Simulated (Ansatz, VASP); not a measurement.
# Ta: VASP beside Ansatz

Contents of POSCAR:

```
Ta
1.0
   -1.6533592789      1.6533592789      1.6533592789
    1.6533592789     -1.6533592789      1.6533592789
    1.6533592789      1.6533592789     -1.6533592789
Ta
1
Direct
    0.0000000000      0.0000000000      0.0000000000
```

File INCAR.step1:

```
PREC = Accurate ; ENCUT = 520
ISMEAR = 0 ; SIGMA = 0.1
LREAL = F ; LASPH = T
NELM = 80 ; NBANDS = 12
GGA = PE ; ALGO = Normal
EDIFF = 1E-4 ; LWAVE = T
LCHARG = F
```

File INCAR.step2:

```
PREC = Accurate ; ENCUT = 520
EDIFF = 1E-7 ; ISMEAR = 0
SIGMA = 0.1 ; LREAL = F
LASPH = T ; NELM = 80
ALGO = Normal ; ISIF = 2
LWAVE = F ; LCHARG = F
METAGGA = R2SCAN ; LMIXTAU = T
NBANDS = 12 ; ISTART = 1
```

KPOINTS

```
regular mesh
0
Gamma
  13 13 13
```

Input for Ansatz:

```yaml
crystal:
  lattice:
    - [-1.6533592789, 1.6533592789, 1.6533592789]
    - [1.6533592789, -1.6533592789, 1.6533592789]
    - [1.6533592789, 1.6533592789, -1.6533592789]
  atoms:
    - { symbol: Ta, position: [0.0, 0.0, 0.0] }
hamiltonian:
  xc: r2scan
  pseudopotentials:
    kind: paw
    azcp:
      Ta: "pseudopotentials/Ta.paw.azcp"
basis:
  ecutwfc: 500
  fft_grid_basis: typed
kpoints:
  mp_grid: { grid: [13, 13, 13], shift: [0, 0, 0] }
magnetization:
  spin_polarized: false
scf:
  occupations: { method: gaussian, width: 0.1 }
  lower_state_search: "off"
output:
  stress: true
```

Alike in both runs: task single point; functional r2SCAN; k mesh 13 × 13 × 13; occupations gaussian, width 0.1 eV; no spin polarisation.

```csv
,VASP,Ansatz
version,VASP 6.6.1,Ansatz 0.2.0
potentials or method,"VASP PAW PBE potentials, release 64 (Ta_pv), cutoff 520 eV","plane waves (500 eV) with PAW, scalar-relativistic"
valence electrons in the cell,11,13
```

|  | VASP | Ansatz | Ansatz less VASP |
| --- | --- | --- | --- |
| pressure (GPa) | 0.7 | 0.1 | -0.63 |

VASP's potentials were made for PBE, not for r2SCAN. With one functional, cell and mesh, what is left measures potentials, basis and numerics. VASP's potentials hold 11 valence electrons a cell and Ansatz's 13, so a difference there can come from the potentials and not from the codes.

Spin-orbit coupling is off throughout.
